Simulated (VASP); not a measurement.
Input of a VASP 6.6.1 run:

File INCAR:

```
ALGO     = Normal         # electronic algorithm
EDIFF    = 1E-7           # SCF threshold, eV
ENCUT    = 520            # plane-wave cutoff, eV
GGA      = PE             # functional
ISIF     = 2              # what is computed and relaxed
ISMEAR   = 0              # smearing method
LASPH    = T              # aspherical terms in the spheres
LCHARG   = F              # write CHGCAR
LREAL    = F              # projectors in reciprocal space
LWAVE    = F              # write WAVECAR
NBANDS   = 12             # bands
NELM     = 100            # most SCF steps
PREC     = Accurate       # precision mode
SIGMA    = 0.15           # smearing width, eV
```

Contents of KPOINTS:

```
k-points
0
Gamma
  12 12 12
```

The input POSCAR:

```
Sb
1.0
    2.0860823220      1.2044001902      3.6878400000
   -2.0860823220      1.2044001902      3.6878400000
    0.0000000000     -2.4088003803      3.6878400000
Sb
2
Direct
    0.2336400000      0.2336400000      0.2336400000
    0.7663600000      0.7663600000      0.7663600000
```

Potentials or basis: VASP PAW PBE potentials, release 64 (Sb).

The run is started by

```sh
$ cat potpaw_PBE.64/Sb/POTCAR > POTCAR
$ mpirun -np 1 vasp_std > vasp.out
```

Task: Estimate the largest force.

Result: 0.742 eV/Å.

Task: What does it give for the band gap on the k mesh?

Result: Zero (bands 5 and 6 overlap by 0.46 eV).

Task: What does it give for the pressure?

Result: 9.1 GPa.

Stress tensor (GPa, compression positive):
```
9.83 0.00 0.00
0.00 9.83 0.00
0.00 0.00 7.77
```

Caveat: the cell differs from its parent crystal (strain -0.030 along x and y, -0.015 along z); the cell stands under pressure; spin-orbit coupling is left out, which moves the levels of the heavy elements.
